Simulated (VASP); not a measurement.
Write the native input for VASP 6.6.1 that does the following.

```yaml
Task: single point
Functional: PBE
Dispersion: D3(BJ)
Potentials_or_basis: VASP PAW PBE potentials, release 64 (W_sv, S)
Cutoff: 520 eV
k_mesh: 2 × 2 × 2
Occupations: gaussian, width 0.01 eV
Spin: no spin polarisation
Dipole_correction: no
Further_INCAR_settings: LREAL = Auto; ALGO = Normal; EDIFF = 1e-06; NBANDS = 209
```

The structure of WS2 (Tungstenite) lies in POSCAR:

```
WS2
1.0
    1.5768946485     -8.1937849484      0.0000000000
    6.3075785942      5.4625232989      0.0000000000
    0.0000000000      0.0000000000     12.1432918200
W S
14 28
Direct
    0.6666666667      0.3333333333      0.2500000000
    0.2380952381      0.1904761905      0.2500000000
    0.8095238095      0.0476190476      0.2500000000
    0.5238095238      0.6190476190      0.2500000000
    0.0952380952      0.4761904762      0.2500000000
    0.3809523810      0.9047619048      0.2500000000
    0.9523809524      0.7619047619      0.2500000000
    0.9047619048      0.5238095238      0.7500000000
    0.4761904762      0.3809523810      0.7500000000
    0.0476190476      0.2380952381      0.7500000000
    0.7619047619      0.8095238095      0.7500000000
    0.3333333333      0.6666666667      0.7500000000
    0.6190476190      0.0952380952      0.7500000000
    0.1904761905      0.9523809524      0.7500000000
    0.6666666667      0.3333333333      0.6203061868
    0.2380952381      0.1904761905      0.6203061868
    0.8095238095      0.0476190476      0.6203061868
    0.5238095238      0.6190476190      0.6203061868
    0.0952380952      0.4761904762      0.6203061868
    0.3809523810      0.9047619048      0.6203061868
    0.9523809524      0.7619047619      0.6203061868
    0.9047619048      0.5238095238      0.1203061868
    0.4761904762      0.3809523810      0.1203061868
    0.0476190476      0.2380952381      0.1203061868
    0.7619047619      0.8095238095      0.1203061868
    0.3333333333      0.6666666667      0.1203061868
    0.6190476190      0.0952380952      0.1203061868
    0.1904761905      0.9523809524      0.1203061868
    0.6666666667      0.3333333333      0.8796938132
    0.2380952381      0.1904761905      0.8796938132
    0.8095238095      0.0476190476      0.8796938132
    0.5238095238      0.6190476190      0.8796938132
    0.0952380952      0.4761904762      0.8796938132
    0.3809523810      0.9047619048      0.8796938132
    0.9523809524      0.7619047619      0.8796938132
    0.9047619048      0.5238095238      0.3796938132
    0.4761904762      0.3809523810      0.3796938132
    0.0476190476      0.2380952381      0.3796938132
    0.7619047619      0.8095238095      0.3796938132
    0.3333333333      0.6666666667      0.3796938132
    0.6190476190      0.0952380952      0.3796938132
    0.1904761905      0.9523809524      0.3796938132
```

The input as run:

INCAR

```
  PREC = Accurate
  ENCUT = 520
  EDIFF = 1E-6
  ISMEAR = 0
  SIGMA = 0.01
  LREAL = Auto
  LASPH = T
  NELM = 100
  ALGO = Normal
  ISIF = 2
  LWAVE = F
  LCHARG = F
  GGA = PE
  IVDW = 12
  NBANDS = 209
```

KPOINTS

```
regular mesh
0
Gamma
  2 2 2
```

Potentials or basis: VASP PAW PBE potentials, release 64 (W_sv, S).

Command:

```bash
$ cat potpaw_PBE.64/W_sv/POTCAR potpaw_PBE.64/S/POTCAR > POTCAR
$ mpirun -np 1 vasp_std > vasp.out
```

It gave:

```json
{
 "Pressure": "0.0 GPa",
 "Largest force": "0.005 eV/Å",
 "Band gap on the k mesh": "1.25 eV",
 "Dispersion energy per atom": "-0.435 eV"
}
```

Caveat: the k points lie up to 0.43 Å⁻¹ apart; spin-orbit coupling is left out, which moves the levels of the heavy elements.

Wall time 14 min on 1 thread of AMD EPYC 9R45 96-Core Processor (Zen 5), on a shared host, peak memory 0.9 GiB.
